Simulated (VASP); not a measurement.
Input of a VASP 6.6.1 run:

The input INCAR:

```
  PREC = Accurate
  ENCUT = 520
  EDIFF = 1E-6
  ISMEAR = -1
  SIGMA = 0.05
  LREAL = False
  LASPH = True
  NELM = 150
  ALGO = Fast
  ISIF = 2
  LWAVE = False
  LCHARG = False
  MAGMOM = 0 0 0 0 0 0
  LORBIT = 11
  LSORBIT = True
  GGA_COMPAT = False
  LORBMOM = True
  NBANDS = 38
```

File KPOINTS:

```
Automatic mesh
0
Gamma
  7 7 4
```

File POSCAR:

```
Tl
1.0
    3.3428137427      0.0000000000      0.0000000000
   -1.6714068714      2.8949616213      0.0000000000
    0.0000000000      0.0000000000      5.5529991123
Tl
2
Direct
    0.6666666667      0.3333333333      0.7500000000
    0.3333333333      0.6666666667      0.2500000000
```

Potentials or basis: VASP PAW LDA potentials, release 64 (Tl_d).

Command:

```bash
$ cat potpaw_LDA.64/Tl_d/POTCAR > POTCAR
$ mpirun -np 1 vasp_ncl > vasp.out
```

Q: What does it give for the pressure?

A: 0.3 GPa.

Q: Estimate the net moment.

A: 0.00 μB per cell.

Moments on the atoms (μB; x, y, z):
```
Tl  0.00 0.00 0.00
Tl  0.00 0.00 0.00
```
